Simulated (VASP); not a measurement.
## SiNi (NiAs type): relaxation of cell and atoms with PBE

SiNi (NiAs type):

```
Ni Si
1.0
     3.02827    0.00000    0.00000
    -1.51414    2.62256    0.00000
     0.00000    0.00000    4.69382
Ni Si
2 2
Direct
  0.00000 0.00000 0.00000
  0.00000 0.00000 0.50000
  0.33333 0.66667 0.25000
  0.66667 0.33333 0.75000
```

```yaml
Program: VASP 6.6.1
Task: relaxation of cell and atoms
Functional: PBE
Potentials_or_basis: VASP PAW PBE potentials, release 64 (Ni, Si)
Cutoff: 600 eV
k_mesh: 12 × 12 × 7
Occupations: fermi-dirac, width 0.08 eV
Spin: no spin polarisation
Target_pressure: 110 GPa
Dipole_correction: no
Further_INCAR_settings: ALGO = Normal; EDIFF = 1e-06; IBRION = 2; EDIFFG = -0.005; NSW = 60; ISIF = 3
```

```json
{
 "Relaxed volume": "9.28 Å³/atom",
 "Relaxed cell": "a = 3.115 Å, b = 3.115 Å, c = 4.418 Å, α = 90.00°, β = 90.00°, γ = 120.00°",
 "Space group after relaxing (to 0.1 Å)": "P6_3/mmc (No. 194)",
 "Energy change on relaxing (the run minimises the enthalpy)": "+1.6 meV/atom",
 "Ionic steps": "11",
 "Pressure after relaxing": "110.0 GPa",
 "Band gap on the k mesh": "zero (bands 14 and 15 overlap by 6.44 eV)"
}
```

Stress tensor (GPa, compression positive):
```
110.09   0.00   0.00
  0.00 110.09   0.00
  0.00   0.00 109.94
```

The path:
| step | energy change (eV) | largest force (eV/Å) | pressure (GPa) | volume (Å³) |
| --- | --- | --- | --- | --- |
| 1 | 0.0000 | 0.0000 | 106.06 | 37.28 |
| 2 | 0.8519 | 0.0000 | 126.80 | 36.04 |
| 3 | 0.3903 | 0.0000 | 115.64 | 36.68 |
| 4 | 0.2770 | 0.0000 | 114.04 | 36.80 |
| 5 | 0.0465 | 0.0000 | 111.36 | 37.08 |
| 6 | 0.1056 | 0.0000 | 111.94 | 36.99 |
| 7 | 0.0807 | 0.0000 | 111.62 | 37.03 |
| 8 | 0.0769 | 0.0000 | 111.50 | 37.03 |
| 9 | -0.0837 | 0.0000 | 107.81 | 37.27 |
| 10 | 0.0078 | 0.0000 | 110.11 | 37.13 |
| 11 | 0.0062 | 0.0000 | 110.04 | 37.13 |

Final structure:
```
Ni Si
1.0
     3.11538    0.00000    0.00000
    -1.55769    2.69800    0.00000
     0.00000    0.00000    4.41782
Ni Si
2 2
Direct
  0.00000 0.00000 0.00000
  0.00000 0.00000 0.50000
  0.33333 0.66667 0.25000
  0.66667 0.33333 0.75000
```

Levels at points of the mesh, in eV from the Fermi level:
| k point | band 11 | band 12 | band 13 | band 14 | band 15 | band 16 | band 17 | band 18 |
| --- | --- | --- | --- | --- | --- | --- | --- | --- |
| (0.00, 0.00, 0.00) | -2.39 | -2.39 | 0.37 | 3.31 | 3.31 | 6.33 | 6.49 | 6.49 |
| (0.50, 0.00, 0.00) | -3.14 | -2.74 | -2.41 | -2.33 | -1.52 | 2.75 | 3.15 | 5.65 |

Run time: 3.9 min on 1 thread of Intel(R) Xeon(R) Platinum 8375C CPU @ 2.90GHz (Ice Lake), on a shared host, peak memory 0.2 GiB.

Caveat: the cell is relaxed towards a set pressure, so the run minimises the enthalpy, not the energy. Spin polarisation is off, so any magnetic state and its effect on volume and gap are missing.
